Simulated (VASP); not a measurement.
Wanted: the native input for a VASP 6.6.1 run.

| Item | Value |
| --- | --- |
| Task | single point |
| Functional | LDA |
| Potentials or basis | VASP PAW LDA potentials, release 64 (Li_sv, Pd) |
| Cutoff | 520 eV |
| k mesh | 12 × 12 × 16 |
| Occupations | fermi-dirac, width 0.15 eV |
| Spin | no spin polarisation |
| Dipole correction | no |
| Further INCAR settings | ALGO = Normal; EDIFF = 1e-06; NBANDS = 15 |

The structure of Li2Pd lies in POSCAR:

```
Li2Pd
1.0
    4.1554895674      0.0000000000      0.0000000000
   -2.0777447837      3.5987595305      0.0000000000
    0.0000000000      0.0000000000      2.6379918790
Li Pd
2 1
Direct
    0.3333333333      0.6666666667      0.5000000000
    0.6666666667      0.3333333333      0.5000000000
    0.0000000000      0.0000000000      0.0000000000
```

One way to write it, as run:

INCAR

```
SYSTEM = Li2Pd
PREC = Accurate
ENCUT = 520
EDIFF = 1E-6
ISMEAR = -1
SIGMA = 0.15
LREAL = .FALSE.
LASPH = .TRUE.
NELM = 60
ALGO = Normal
ISIF = 2
LWAVE = .FALSE.
LCHARG = .TRUE.
GGA = CA
LELF = .TRUE.
LVHAR = .TRUE.
NBANDS = 15
```

KPOINTS

```
Automatic mesh
0
G
  12 12 16
  0 0 0
```

Potentials or basis: VASP PAW LDA potentials, release 64 (Li_sv, Pd).

Launch:

```bash
$ cat potpaw_LDA.64/Li_sv/POTCAR potpaw_LDA.64/Pd/POTCAR > POTCAR
$ mpirun -np 1 vasp_std > vasp.out
```

Results of the run:

The band gap on the k mesh is zero (bands 8 and 9 overlap by 2.55 eV).

It took 98 s on 1 thread of Oxide Virtual Turin-like Processor, with other jobs on the host, peak memory 0.18 GiB.
